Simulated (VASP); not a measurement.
Input of a VASP 6.6.1 run:

The input INCAR:

```
SYSTEM = ZnSe
  PREC = Accurate
  ENCUT = 500
  EDIFF = 1E-6
  ISMEAR = 0
  SIGMA = 0.01
  LREAL = .FALSE.
  LASPH = .TRUE.
  NELM = 120
  ALGO = Normal
  ISIF = 2
  LWAVE = .FALSE.
  LCHARG = .FALSE.
  GGA = CA
  NBANDS = 26
  GGA_COMPAT = .FALSE.
```

The input KPOINTS:

```
Automatic mesh
0
G
  5 5 3
  0 0 0
```

The input POSCAR:

```
ZnSe
1.0
    4.1077020000      0.0000000000      0.0000000000
    0.0000000000      4.1077020000      0.0000000000
    0.0000000000      0.0000000000      6.0703500000
Zn Se
2 2
Direct
    0.0000000000      0.0000000000      0.0000000000
    0.5000000000      0.5000000000      0.0000000000
    0.0000000000      0.5000000000      0.2462800000
    0.5000000000      0.0000000000      0.7537200000
```

Potentials or basis: VASP PAW LDA potentials, release 64 (Zn, Se).

Run with:

```sh
$ cat potpaw_LDA.64/Zn/POTCAR potpaw_LDA.64/Se/POTCAR > POTCAR
$ mpirun -np 1 vasp_std > vasp.out
```

Task: Estimate the band gap on the k mesh.

Result: 1.73 eV, direct.

Task: Predict the pressure.

Result: -4.4 GPa.

Task: What does it give for the largest force?

Result: 0.581 eV/Å.

Stress tensor (GPa, compression positive):
```
-4.68  0.00  0.00
 0.00 -4.68  0.00
 0.00  0.00 -3.98
```

A k mesh can miss the band edges. A hybrid or GW would open this gap; LDA tends to underestimate it.
